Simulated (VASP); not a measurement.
# SnO in VASP: single point with PBE+D3(BJ)

Aim: the single point of SnO with PBE+D3(BJ).

Program: VASP 6.6.1. These are calculated values, not measurements. Logs are shortened: lines on timing, memory, paths and dates and some standing lists are left out, and cuts for length are marked.

## 1. The cell of the first run

The cell holds a slab with vacuum, 8 atoms: a = 3.820 Å, b = 3.820 Å, c = 22.226 Å, α = 90.00°, β = 90.00°, γ = 90.00°.

## 2. Single point, PBE+D3(BJ) (layers slid over each other)

File INCAR:

```
ALGO = Normal ; DIPOL = 0.5 0.5 0.404
EDIFF = 1E-7 ; ENCUT = 520
GGA = PE ; IDIPOL = 3
ISIF = 2 ; ISMEAR = 0
IVDW = 12 ; LASPH = True
LCHARG = False ; LDIPOL = True
LREAL = False ; LWAVE = False
NBANDS = 50 ; NELM = 80
PREC = Accurate ; SIGMA = 0.05
```

File KPOINTS:

```
k-points
0
Gamma
  7 7 1
```

File POSCAR:

```
SnO
1.0
    3.8201629585      0.0000000000      0.0000000000
    0.0000000000      3.8201629585      0.0000000000
    0.0000000000      0.0000000000     22.2260830948
Sn O
4 4
Direct
    0.7500000000      0.2500000000      0.2024648239
    0.2500000000      0.7500000000      0.3087832219
    0.2500000000      0.8750000000      0.5000000000
    0.7500000000      0.3750000000      0.6063183980
    0.2500000000      0.2500000000      0.2556240229
    0.7500000000      0.7500000000      0.2556240229
    0.7500000000      0.8750000000      0.5531591990
    0.2500000000      0.3750000000      0.5531591990
```

Potentials or basis: VASP PAW PBE potentials, release 64 (Sn_d, O).

Launch:

```sh
cat potpaw_PBE.64/Sn_d/POTCAR potpaw_PBE.64/O/POTCAR > POTCAR
mpirun -np 1 vasp_std > vasp.out
```

OUTCAR:

```text
EDIFF = 1E-7
   ENCUT = 520
   GGA = PE
   ISIF = 2
   ISMEAR = 0
   IVDW = 12
   LASPH = True
   LREAL = False
   NELM = 80
   PREC = Accurate
 IVDW          = 12

 ion  position               nearest neighbor table
   1  0.750  0.250  0.202-   5 2.25   6 2.25   6 2.25   5 2.25   2 3.59   2 3.59   2 3.59   2 3.59

   2  0.250  0.750  0.309-   5 2.25   6 2.25   5 2.25   6 2.25   1 3.59   1 3.59   1 3.59   1 3.59

   3  0.250  0.875  0.500-   7 2.25   8 2.25   8 2.25   7 2.25   4 3.59   4 3.59   4 3.59   4 3.59

   4  0.750  0.375  0.606-   7 2.25   8 2.25   7 2.25   8 2.25   3 3.59   3 3.59   3 3.59   3 3.59

   5  0.250  0.250  0.256-   1 2.25   2 2.25   2 2.25   1 2.25
   6  0.750  0.750  0.256-   1 2.25   2 2.25   1 2.25   2 2.25
   7  0.750  0.875  0.553-   3 2.25   4 2.25   4 2.25   3 2.25
   8  0.250  0.375  0.553-   3 2.25   4 2.25   3 2.25   4 2.25

  LATTYP: Found a simple tetragonal cell.
 ALAT       =     3.8201629585
 C/A-ratio  =     5.8180981639

  Lattice vectors:

 A1 = (   3.8201629585,   0.0000000000,   0.0000000000)
 A2 = (   0.0000000000,   3.8201629585,   0.0000000000)
 A3 = (   0.0000000000,   0.0000000000,  22.2260830948)

Analysis of symmetry for initial positions (statically):
=====================================================================
 Subroutine PRICEL returns:
 Original cell was already a primitive cell.

 Routine SETGRP: Setting up the symmetry group for a
 simple tetragonal supercell.

 Subroutine GETGRP returns: Found  4 space group operations
 (whereof  1 operations were pure point group operations)
 out of a pool of 16 trial point group operations.

The static configuration has the point symmetry C_1 .
 The point group associated with its full space group is C_2h.

Analysis of symmetry for dynamics (positions and initial velocities):
=====================================================================
 Subroutine PRICEL returns:
 Original cell was already a primitive cell.

 Routine SETGRP: Setting up the symmetry group for a
 simple tetragonal supercell.

 Subroutine GETGRP returns: Found  4 space group operations
 (whereof  1 operations were pure point group operations)
 out of a pool of 16 trial point group operations.

The dynamic configuration has the point symmetry C_1 .
 The point group associated with its full space group is C_2h.

 Subroutine INISYM returns: Found  4 space group operations
 (whereof  1 operations are pure point group operations),
 and found     1 'primitive' translations

----------------------------------------------------------------------------------------

                                     Primitive cell

  volume of cell :     324.3596

  direct lattice vectors                    reciprocal lattice vectors
     3.820162959  0.000000000  0.000000000     0.261768938  0.000000000  0.000000000
     0.000000000  3.820162959  0.000000000     0.000000000  0.261768938  0.000000000
     0.000000000  0.000000000 22.226083095     0.000000000  0.000000000  0.044992183

  length of vectors
     3.820162959  3.820162959 22.226083095     0.261768938  0.261768938  0.044992183

  position of ions in fractional coordinates (direct lattice)
     0.750000000  0.250000000  0.202464824
     0.250000000  0.750000000  0.308783222
     0.250000000  0.875000000  0.500000000
     0.750000000  0.375000000  0.606318398
     0.250000000  0.250000000  0.255624023
     0.750000000  0.750000000  0.255624023
     0.750000000  0.875000000  0.553159199
     0.250000000  0.375000000  0.553159199

  ion indices of the primitive-cell ions
   primitive index   ion index
                 1           1
                 2           2
                 3           3
                 4           4
                 5           5
                 6           6
                 7           7
                 8           8

----------------------------------------------------------------------------------------

 KPOINTS: k-points

Automatic generation of k-mesh.
 Grid dimensions read from file:
 generate k-points for:    7    7    1

 Generating k-lattice:

  Cartesian coordinates                     Fractional coordinates (reciprocal lattice)
     0.037395563  0.000000000  0.000000000     0.142857143  0.000000000  0.000000000
     0.000000000  0.037395563  0.000000000     0.000000000  0.142857143  0.000000000
     0.000000000  0.000000000  0.044992183     0.000000000  0.000000000  1.000000000

  Length of vectors
     0.037395563  0.037395563  0.044992183

  Shift w.r.t. Gamma in fractional coordinates (k-lattice)
     0.000000000  0.000000000  0.000000000

 Subroutine IBZKPT returns following result:
 ===========================================

 Found     16 irreducible k-points:

 Following reciprocal coordinates:
            Coordinates               Weight
  0.000000  0.000000  0.000000      1.000000
  0.142857  0.000000  0.000000      2.000000
  0.000000  0.142857  0.000000      2.000000
  0.285714  0.000000  0.000000      2.000000
  0.000000  0.285714  0.000000      2.000000
  0.428571  0.000000  0.000000      2.000000
[... 8 lines left out ...]
 -0.285714  0.428571  0.000000      4.000000
  0.428571  0.428571  0.000000      4.000000
   k-points           NKPTS =     16   k-points in BZ     NKDIM =     16   number of bands    NBANDS=     50
   number of dos      NEDOS =    301   number of ions     NIONS =      8
   total plane-waves  NPLWV = 131712
   dimension x,y,z NGX =    28 NGY =   28 NGZ =  168
   dimension x,y,z NGXF=    56 NGYF=   56 NGZF=  336
   ions per type =               4   4
   NGX,Y,Z   is equivalent  to a cutoff of  12.19, 12.19, 12.57 a.u.
   NGXF,Y,Z  is equivalent  to a cutoff of  24.37, 24.37, 25.13 a.u.
 SYSTEM =  unknown system
   PREC   = accura    normal or accurate (medium, high low for compatibility)
   ISTART =      0    job   : 0-new  1-cont  2-samecut
   ICHARG =      2    charge: 1-file 2-atom 10-const
   ISPIN  =      1    spin polarized calculation?
   LNONCOLLINEAR =      F non collinear calculations
   LSORBIT =      F    spin-orbit coupling
   LASPH  =      T    aspherical Exc in radial PAW
   ENCUT  =  520.0 eV  38.22 Ry    6.18 a.u.   7.10  7.10 41.33*2*pi/ulx,y,z
   NELM   =     80;   NELMIN=  2; NELMDL= -5     # of ELM steps
   EDIFF  = 0.1E-06   stopping-criterion for ELM
   LREAL  =      F    real-space projection
   EDIFFG = 0.1E-05   stopping-criterion for IOM
   NSW    =      0    number of steps for IOM
   IBRION =     -1    ionic relax: 0-MD 1-quasi-New 2-CG
   NFREE  =      0    steps in history (QN), initial steepest desc. (CG)
   ISIF   =      2    stress and relaxation
   ISYM   =      2    0-nonsym 1-usesym 2-fastsym
   POTIM  = 0.5000    time-step for ionic-motion
   TEBEG  =    0.0;   TEEND  =   0.0 temperature during run
   PSTRESS=    0.0 pullay stress
   NELECT =      80.0000    total number of electrons
   NUPDOWN=      -1.0000    fix difference up-down
   EMIN   =  10.00;   EMAX   =-10.00  energy-range for DOS
   EFERMI =   0.00;   METHOD = LEGACY
   ISMEAR =     0;   SIGMA  =   0.05  broadening in eV -4-tet -1-fermi 0-gaus
   EFERMI_NEDOS =   21; number of points for ismear=-14 and -15
   IALGO  =     38    algorithm
   IMIX   =      4    mixing-type and parameters
     AMIX     =   0.40;   BMIX     =  1.00
     AMIX_MAG =   1.60;   BMIX_MAG =  1.00
  volume/ion in A,a.u.               =      40.54       273.61
  Fermi-wavevector in a.u.,A,eV,Ry     =   1.026666  1.940118 14.341132  1.054043
  Thomas-Fermi vector in A             =   2.160571
   LORBIT       =      0    0 simple, 1 ext, 2 COOP (PROOUT), +10 PAW based schemes
   GGA     = PE    functional components
   LHFCALC =     F    Hartree Fock is set to
   AEXX    =    0.0000 exact exchange contribution
   IVDW    =    12    specifies the selected vdW correction
   LEPSILON=     F    determine dielectric tensor
   LRPA    =     F    only Hartree local field effects (RPA)
 non-spin polarized calculation
 Gauss-broadening in eV      SIGMA  =   0.05
  energy-cutoff  :      520.00
  volume of cell :      324.36
 maximum number of plane-waves:      8769
   NGX = 15   NGY = 15   NGZ = 83

 dipolmoment           0.000000      0.000000      0.000290 electrons x Angstroem

 number of electron      79.9999970 magnetization

 dipolmoment           0.000000      0.000000     -0.000004 electrons x Angstroem

 Free energy of the ion-electron system (eV)
  ---------------------------------------------------
  ext. energy  EPLUGINS =         0.00000000
  ---------------------------------------------------
  free energy    TOTEN  =       -45.13017549 eV

  energy without entropy =      -45.13017549  energy(sigma->0) =      -45.13017549

 E-fermi :   0.0803     XC(G=0):  -5.3163

 val. band max:       -0.1869939825   @ k =   0.1429   0.1429   0.0000
 cond. band min:       2.2629513460   @ k =   0.4286   0.0000   0.0000
 fundamental gap:      2.4499453284
 Fermi energy:         0.0802863272

 k-point     1 :       0.0000    0.0000    0.0000
  band No.  band energies     occupation
      1     -21.0417      2.00000
      2     -21.0417      2.00000
      3     -20.6811      2.00000
      4     -20.6810      2.00000
      5     -20.6441      2.00000
      6     -20.6440      2.00000
[... 42 lines left out ...]
     49       5.2080      0.00000
     50       5.2334      0.00000

 k-point     2 :       0.1429    0.0000    0.0000
  band No.  band energies     occupation
      1     -21.0328      2.00000
      2     -21.0327      2.00000
      3     -20.6818      2.00000
      4     -20.6817      2.00000
      5     -20.6457      2.00000
      6     -20.6453      2.00000
[... 734 lines left out ...]
 k-point    16 :       0.4286    0.4286    0.0000
  band No.  band energies     occupation
      1     -20.9831      2.00000
      2     -20.9826      2.00000
      3     -20.9692      2.00000
      4     -20.9687      2.00000
      5     -20.6481      2.00000
      6     -20.6479      2.00000
[... 42 lines left out ...]
     49       5.9767      0.00000
     50       6.0589      0.00000

------------------------ aborting loop because EDIFF is reached ----------------------------------------

 vacuum level on the upper side and lower side of the slab       (xc-potential included)        -0.137        -0.132

 Edisp (eV)   -1.23266

 E8    (eV) :    -0.5446

  FORCE on cell =-STRESS in cart. coord.  units (eV):
  Direction    XX          YY          ZZ          XY          YZ          ZX
  --------------------------------------------------------------------------------------
  -------------------------------------------------------------------------------------
  Total       0.23842     0.25148     0.41316     0.00000     0.17412     0.00000
  in kB       1.17768     1.24217     2.04079     0.00000     0.86006     0.00000
  external pressure =        1.49 kB  Pullay stress =        0.00 kB

 VOLUME and BASIS-vectors are now :
 -----------------------------------------------------------------------------
  energy-cutoff  :      520.00
  volume of cell :      324.36
      direct lattice vectors                 reciprocal lattice vectors
     3.820162959  0.000000000  0.000000000     0.261768938  0.000000000  0.000000000
     0.000000000  3.820162959  0.000000000     0.000000000  0.261768938  0.000000000
     0.000000000  0.000000000 22.226083095     0.000000000  0.000000000  0.044992183

 POSITION                                       TOTAL-FORCE (eV/Angst)
 -----------------------------------------------------------------------------------
      2.86512      0.95504      4.50000         0.000000     -0.003240     -0.084992
      0.95504      2.86512      6.86304         0.000000     -0.018824      0.050090
      0.95504      3.34264     11.11304         0.000000      0.018824     -0.050090
      2.86512      1.43256     13.47608         0.000000      0.003240      0.084992
      0.95504      0.95504      5.68152         0.000000     -0.016233     -0.001479
      2.86512      2.86512      5.68152         0.000000      0.006384     -0.001345
      2.86512      3.34264     12.29456         0.000000     -0.006384      0.001345
      0.95504      1.43256     12.29456         0.000000      0.016233      0.001479
 -----------------------------------------------------------------------------------
    total drift:                                0.000000     -0.000000     -0.000248

  FREE ENERGIE OF THE ION-ELECTRON SYSTEM (eV)
  ---------------------------------------------------
  free  energy   TOTEN  =       -46.3628320351 eV

  energy  without entropy=      -46.3628320351  energy(sigma->0) =      -46.36283204

 vacuum level on the upper side and lower side of the slab         4.820         4.827
```

Wall time 3.1 min (1 thread of Intel Xeon 6975P-C (Granite Rapids), shared host); peak memory 0.44 GiB.

What came out:

* Free energy: -46.3628 eV
* Largest force: 0.085 eV/Å
* Band gap on the k mesh: 2.45 eV (least direct gap 2.56 eV)
* Dispersion energy per atom: -0.154 eV

Forces in eV/Å, atoms in the order of the input:
```
Sn   0.000 -0.003 -0.085
Sn   0.000 -0.019  0.050
Sn   0.000  0.019 -0.050
Sn   0.000  0.003  0.085
O    0.000 -0.016 -0.001
O    0.000  0.006 -0.001
O    0.000 -0.006  0.001
O    0.000  0.016  0.001
```

Levels at points of the mesh, in eV from the valence-band top:
| k point | band 36 | band 37 | band 38 | band 39 | band 40 | band 41 | band 42 | band 43 | band 44 | band 45 |
| --- | --- | --- | --- | --- | --- | --- | --- | --- | --- | --- |
| (0.00, 0.00, 0.00) | -1.95 | -1.95 | -1.95 | -0.61 | -0.04 | 2.52 | 2.86 | 2.87 | 3.77 | 4.88 |

Caveat: the cell differs from its parent crystal (layers slid over each other); spin-orbit coupling is left out, which moves the levels of the heavy elements.
